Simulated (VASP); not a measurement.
# Na (Fm-3m) in VASP: further runs

The runs below take Na through single point, with LDA.

Program: VASP 6.6.1. These are calculated values, not measurements. Logs are shortened: lines on timing, memory, paths and dates and some standing lists are left out, and cuts for length are marked.

## (1) The cell of the first run

It takes space group Fm-3m (No. 225, cubic). Conventional cell: a = 3.767 Å, b = 3.767 Å, c = 3.767 Å, α = 90.00°, β = 90.00°, γ = 90.00°. Within 3.5 Å of Na (site symmetry m-3m) lie 12 Na at 2.66 Å.

## (2) Single point, LDA

File INCAR:

```
PREC = Accurate
ENCUT = 520
EDIFF = 1E-6
ISMEAR = -1
SIGMA = 0.05
LREAL = False
LASPH = True
NELM = 60
ALGO = Normal
ISIF = 2
LWAVE = False
LCHARG = True
GGA = CA
LELF = True
LVHAR = True
NBANDS = 10
```

File KPOINTS:

```
Automatic mesh
0
Gamma
  13 13 13
```

File POSCAR:

```
Na
1.0
    0.0000000000      1.8832883448      1.8832883448
    1.8832883448      0.0000000000      1.8832883448
    1.8832883448      1.8832883448      0.0000000000
Na
1
Direct
    0.0000000000      0.0000000000      0.0000000000
```

Potentials or basis: VASP PAW LDA potentials, release 64 (Na_pv).

On the command line:

```sh
> cat potpaw_LDA.64/Na_pv/POTCAR > POTCAR
> mpirun -np 1 vasp_std > vasp.out
```

OUTCAR:

```text
PREC = Accurate
   ENCUT = 520
   EDIFF = 1E-6
   ISMEAR = -1
   LREAL = False
   LASPH = True
   NELM = 60
   ISIF = 2
   GGA = CA

 ion  position               nearest neighbor table
   1  0.000  0.000  0.000-

  LATTYP: Found a face centered cubic cell.
 ALAT       =     3.7665766896

  Lattice vectors:

 A1 = (   0.0000000000,   1.8832883448,   1.8832883448)
 A2 = (   1.8832883448,   0.0000000000,   1.8832883448)
 A3 = (   1.8832883448,   1.8832883448,   0.0000000000)

Analysis of symmetry for initial positions (statically):
=====================================================================
 Subroutine PRICEL returns:
 Original cell was already a primitive cell.

 Routine SETGRP: Setting up the symmetry group for a
 face centered cubic supercell.

 Subroutine GETGRP returns: Found 48 space group operations
 (whereof 48 operations were pure point group operations)
 out of a pool of 48 trial point group operations.

The static configuration has the point symmetry O_h .

Analysis of symmetry for dynamics (positions and initial velocities):
=====================================================================
 Subroutine PRICEL returns:
 Original cell was already a primitive cell.

 Routine SETGRP: Setting up the symmetry group for a
 face centered cubic supercell.

 Subroutine GETGRP returns: Found 48 space group operations
 (whereof 48 operations were pure point group operations)
 out of a pool of 48 trial point group operations.

The dynamic configuration has the point symmetry O_h .

 Subroutine INISYM returns: Found 48 space group operations
 (whereof 48 operations are pure point group operations),
 and found     1 'primitive' translations

----------------------------------------------------------------------------------------

                                     Primitive cell

  volume of cell :      13.3592

  direct lattice vectors                    reciprocal lattice vectors
     0.000000000  1.883288345  1.883288345    -0.265493068  0.265493068  0.265493068
     1.883288345  0.000000000  1.883288345     0.265493068 -0.265493068  0.265493068
     1.883288345  1.883288345  0.000000000     0.265493068  0.265493068 -0.265493068

  length of vectors
     2.663371919  2.663371919  2.663371919     0.459847482  0.459847482  0.459847482

  position of ions in fractional coordinates (direct lattice)
     0.000000000  0.000000000  0.000000000

  ion indices of the primitive-cell ions
   primitive index   ion index
                 1           1

----------------------------------------------------------------------------------------

 KPOINTS: Automatic mesh

Automatic generation of k-mesh.
 Grid dimensions read from file:
 generate k-points for:   13   13   13

 Generating k-lattice:

  Cartesian coordinates                     Fractional coordinates (reciprocal lattice)
    -0.020422544  0.020422544  0.020422544     0.076923077  0.000000000  0.000000000
     0.020422544 -0.020422544  0.020422544     0.000000000  0.076923077  0.000000000
     0.020422544  0.020422544 -0.020422544     0.000000000  0.000000000  0.076923077

  Length of vectors
     0.035372883  0.035372883  0.035372883

  Shift w.r.t. Gamma in fractional coordinates (k-lattice)
     0.000000000  0.000000000  0.000000000

 Subroutine IBZKPT returns following result:
 ===========================================

 Found     84 irreducible k-points:

 Following reciprocal coordinates:
            Coordinates               Weight
  0.000000  0.000000  0.000000      1.000000
  0.076923  0.000000  0.000000      8.000000
  0.153846  0.000000  0.000000      8.000000
  0.230769  0.000000  0.000000      8.000000
  0.307692  0.000000  0.000000      8.000000
  0.384615  0.000000  0.000000      8.000000
[... 16 lines left out ...]
  0.384615  0.153846  0.000000     24.000000
  0.461538  0.153846  0.000000     24.000000
 [... further k-points ...]
   k-points           NKPTS =     84   k-points in BZ     NKDIM =     84   number of bands    NBANDS=     10
   number of dos      NEDOS =    301   number of ions     NIONS =      1
   total plane-waves  NPLWV =   8000
   dimension x,y,z NGX =    20 NGY =   20 NGZ =   20
   dimension x,y,z NGXF=    40 NGYF=   40 NGZF=   40
   ions per type =               1
   NGX,Y,Z   is equivalent  to a cutoff of  12.48, 12.48, 12.48 a.u.
   NGXF,Y,Z  is equivalent  to a cutoff of  24.97, 24.97, 24.97 a.u.
 SYSTEM =  unknown system
   PREC   = accura    normal or accurate (medium, high low for compatibility)
   ISTART =      0    job   : 0-new  1-cont  2-samecut
   ICHARG =      2    charge: 1-file 2-atom 10-const
   ISPIN  =      1    spin polarized calculation?
   LNONCOLLINEAR =      F non collinear calculations
   LSORBIT =      F    spin-orbit coupling
   LASPH  =      T    aspherical Exc in radial PAW
   ENCUT  =  520.0 eV  38.22 Ry    6.18 a.u.   4.95  4.95  4.95*2*pi/ulx,y,z
   NELM   =     60;   NELMIN=  2; NELMDL= -5     # of ELM steps
   EDIFF  = 0.1E-05   stopping-criterion for ELM
   LREAL  =      F    real-space projection
   EDIFFG = 0.1E-04   stopping-criterion for IOM
   NSW    =      0    number of steps for IOM
   IBRION =     -1    ionic relax: 0-MD 1-quasi-New 2-CG
   NFREE  =      0    steps in history (QN), initial steepest desc. (CG)
   ISIF   =      2    stress and relaxation
   ISYM   =      2    0-nonsym 1-usesym 2-fastsym
   POTIM  = 0.5000    time-step for ionic-motion
   TEBEG  =    0.0;   TEEND  =   0.0 temperature during run
   PSTRESS=    0.0 pullay stress
   NELECT =       7.0000    total number of electrons
   NUPDOWN=      -1.0000    fix difference up-down
   EMIN   =  10.00;   EMAX   =-10.00  energy-range for DOS
   EFERMI =   0.00;   METHOD = LEGACY
   ISMEAR =    -1;   SIGMA  =   0.05  broadening in eV -4-tet -1-fermi 0-gaus
   EFERMI_NEDOS =   21; number of points for ismear=-14 and -15
   IALGO  =     38    algorithm
   IMIX   =      4    mixing-type and parameters
     AMIX     =   0.40;   BMIX     =  1.00
     AMIX_MAG =   1.60;   BMIX_MAG =  1.00
  volume/ion in A,a.u.               =      13.36        90.15
  Fermi-wavevector in a.u.,A,eV,Ry     =   1.319818  2.494094 23.700252  1.741919
  Thomas-Fermi vector in A             =   2.449689
   LORBIT       =      0    0 simple, 1 ext, 2 COOP (PROOUT), +10 PAW based schemes
   GGA     = CA    functional components
   LHFCALC =     F    Hartree Fock is set to
   AEXX    =    0.0000 exact exchange contribution
   IVDW    =     0    specifies the selected vdW correction
   LEPSILON=     F    determine dielectric tensor
   LRPA    =     F    only Hartree local field effects (RPA)
 non-spin polarized calculation
  energy-cutoff  :      520.00
  volume of cell :       13.36
 maximum number of plane-waves:       369
   NGX =  9   NGY =  9   NGZ =  9

 number of electron       7.0000004 magnetization

 Free energy of the ion-electron system (eV)
  ---------------------------------------------------
  ext. energy  EPLUGINS =         0.00000000
  ---------------------------------------------------
  free energy    TOTEN  =        -0.04957123 eV

  energy without entropy =       -0.04650414  energy(sigma->0) =       -0.04803768

 E-fermi :   5.6221     XC(G=0): -10.4349

 val. band max:        5.4304450440   @ k =  -0.2308   0.3077   0.0769
 cond. band min:       5.6322759402   @ k =   0.4615   0.3846   0.0769
 fundamental gap:      0.2018308961
 Fermi energy:         5.6220675160

 k-point     1 :       0.0000    0.0000    0.0000
  band No.  band energies     occupation
      1     -19.8156      2.00000
      2     -19.8156      2.00000
      3     -19.8156      2.00000
      4      -0.6691      2.00000
      5      23.8081      0.00000
      6      23.8081      0.00000
      7      23.8081      0.00000
      8      26.4826      0.00000
      9      30.2460      0.00000
     10      30.2460      0.00000

 k-point     2 :       0.0769    0.0000    0.0000
  band No.  band energies     occupation
      1     -19.8667      2.00000
      2     -19.8207      2.00000
      3     -19.8207      2.00000
      4      -0.4544      2.00000
      5      21.6817      0.00000
      6      23.7563      0.00000
      7      23.7563      0.00000
      8      27.6894      0.00000
      9      29.7367      0.00000
     10      29.7387      0.00000

 k-point     3 :       0.1538    0.0000    0.0000
  band No.  band energies     occupation
      1     -20.0059      2.00000
      2     -19.8349      2.00000
      3     -19.8349      2.00000
      4       0.1740      2.00000
      5      18.6386      0.00000
      6      23.5591      0.00000
      7      23.5591      0.00000
      8      27.0262      0.00000
      9      28.9889      0.00000
     10      28.9889      0.00000

 k-point     4 :       0.2308    0.0000    0.0000
  band No.  band energies     occupation
      1     -20.1960      2.00000
      2     -19.8549      2.00000
      3     -19.8549      2.00000
      4       1.1751      2.00000
      5      15.6801      0.00000
      6      23.1734      0.00000
      7      23.1734      0.00000
      8      26.0190      0.00000
      9      28.5588      0.00000
     10      28.5588      0.00000
[... 222 lines left out ...]
 k-point    22 :       0.3077    0.1538    0.0000
  band No.  band energies     occupation
      1     -20.2825      2.00000
      2     -19.9231      2.00000
      3     -19.9214      2.00000
      4       2.2472      2.00000
      5      15.0225      0.00000
      6      19.4709      0.00000
      7      21.3350      0.00000
      8      23.8215      0.00000
      9      31.1182      0.00000
     10      32.4381      0.00000

 k-point    23 :       0.3846    0.1538    0.0000
  band No.  band energies     occupation
      1     -20.4296      2.00000
      2     -19.9572      2.00000
      3     -19.9395      2.00000
      4       3.6189      2.00000
      5      12.4811      0.00000
      6      18.5032      0.00000
      7      21.1460      0.00000
      8      24.3720      0.00000
      9      31.1519      0.00000
     10      31.7359      0.00000

 k-point    24 :       0.4615    0.1538    0.0000
  band No.  band energies     occupation
      1     -20.5342      2.00000
      2     -19.9942      2.00000
      3     -19.9442      2.00000
      4       5.2299      1.99922
      5      10.1425      0.00000
      6      17.8128      0.00000
      7      21.1348      0.00000
      8      24.8032      0.00000
      9      30.9722      0.00000
     10      31.0375      0.00000

 [... further k-points ...]
[... 5 lines left out ...]
  --------------------------------------------------------------------------------------
  -------------------------------------------------------------------------------------
  Total        3.9820306      3.9820306      3.9820306     -0.0000000      0.0000000      0.0000000
  in kB      477.5674615    477.5674615    477.5674615     -0.0000000      0.0000000      0.0000000
  external PRESSURE =     477.5674615 kB  Pullay stress =       0.0000000 kB

 VOLUME and BASIS-vectors are now :
 -----------------------------------------------------------------------------
  energy-cutoff  :      520.00
  volume of cell :       13.36
      direct lattice vectors                 reciprocal lattice vectors
     0.000000000  1.883288345  1.883288345    -0.265493068  0.265493068  0.265493068
     1.883288345  0.000000000  1.883288345     0.265493068 -0.265493068  0.265493068
     1.883288345  1.883288345  0.000000000     0.265493068  0.265493068 -0.265493068

 POSITION                                       TOTAL-FORCE (eV/Angst)
 -----------------------------------------------------------------------------------
      0.00000      0.00000      0.00000         0.000000     -0.000000      0.000000
 -----------------------------------------------------------------------------------
    total drift:                                0.000000      0.000000      0.000000

  FREE ENERGIE OF THE ION-ELECTRON SYSTEM (eV)
  ---------------------------------------------------
  free  energy   TOTEN  =        -0.0495712288 eV

  energy  without entropy=       -0.0465041351  energy(sigma->0) =       -0.04803768
```

Run time: 3.3 s. Hardware: 1 thread of Intel Xeon 6975P-C (Granite Rapids), shared host; peak memory 0.12 GiB.

Results:

| Property | Result |
| --- | --- |
| Free energy | -0.0496 eV |
| Pressure | 47.8 GPa |

## (3) Single point, LDA

File INCAR:

```
ALGO = Normal
EDIFF = 1E-7
ENCUT = 520
ISIF = 2
ISMEAR = -1
LASPH = T
LCHARG = F
LREAL = F
LWAVE = F
NBANDS = 10
NELM = 80
PREC = Accurate
SIGMA = 0.05
```

File KPOINTS:

```
k-points
0
Gamma
  13 13 13
```

POSCAR is that of step 2.

Potentials or basis: VASP PAW LDA potentials, release 64 (Na_pv).

On the command line:

```sh
> cat potpaw_LDA.64/Na_pv/POTCAR > POTCAR
> mpirun -np 1 vasp_std > vasp.out
```

Run time: 3.4 s. Hardware: 1 thread of Intel Xeon 6975P-C (Granite Rapids), shared host; peak memory 0.11 GiB.

The run converged. Its results:

| Quantity | Value |
| --- | --- |
| Free energy | -0.0496 eV |
| Pressure | 48.0 GPa |

Levels at points of the mesh, in eV from the Fermi level:
```
           k point  band 2  band 3  band 4  band 5  band 6  band 7
(0.00, 0.00, 0.00)  -25.44  -25.44   -6.29   18.19   18.19   18.19
```

## (4) Single point, LDA

File INCAR:

```
SYSTEM = Na
PREC = Accurate
ENCUT = 520
EDIFF = 1E-6
ISMEAR = -1
SIGMA = 0.05
LREAL = .False.
LASPH = .True.
NELM = 80
ALGO = Normal
ISIF = 2
LWAVE = .False.
LCHARG = .False.
GGA = CA
NBANDS = 10
```

File KPOINTS:

```
regular mesh
0
Gamma
  13 13 13
  0 0 0
```

POSCAR is that of step 3.

On the command line:

```sh
> cat potpaw_LDA.64/Na_pv/POTCAR > POTCAR
> mpirun -np 1 vasp_std > vasp.out
```

It took 3.2 s on 1 thread of Intel Xeon 6975P-C (Granite Rapids), shared host; peak memory 0.11 GiB.

Results (log left out):

```yaml
Free_energy: -0.0496 eV
Pressure: 47.8 GPa
```

Levels at points of the mesh, in eV from the Fermi level:
```tsv
k point	band 1	band 2	band 3	band 4	band 5	band 6	band 7	band 8	band 9
(0.00, 0.00, 0.00)	-25.44	-25.44	-25.44	-6.29	18.19	18.19	18.19	20.86	24.62
```
